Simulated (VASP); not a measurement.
Input of a VASP 6.6.1 run:

File INCAR:

```
PREC = Accurate
ENCUT = 520
EDIFF = 1E-6
ISMEAR = -1
SIGMA = 0.02
LREAL = F
LASPH = T
NELM = 60
ALGO = Normal
ISIF = 2
LWAVE = F
LCHARG = T
GGA = PE
LELF = T
LVHAR = T
NBANDS = 16
```

File KPOINTS:

```
regular mesh
0
Gamma
  6 6 6
```

POSCAR

```
CdTe
1.0
    0.0000000000      3.1487569115      3.4485483050
    3.1487569115      0.0000000000      3.4485483050
    3.1487569115      3.1487569115      0.0000000000
Cd Te
1 1
Direct
    0.0000000000      0.0000000000      0.0000000000
    0.2500000000      0.2500000000      0.2500000000
```

Potentials or basis: VASP PAW PBE potentials, release 64 (Cd, Te).

Command:

```console
$ cat potpaw_PBE.64/Cd/POTCAR potpaw_PBE.64/Te/POTCAR > POTCAR
$ mpirun -np 1 vasp_std > vasp.out
```

(1) Estimate the pressure.

(2) Predict the band gap on the k mesh.

Answers

(1) 2.4 GPa.

(2) 0.61 eV, direct.

Caveat: the cell differs from its parent crystal (epitaxial xy strain -4.0%); spin-orbit coupling is left out, which moves the levels of the heavy elements.
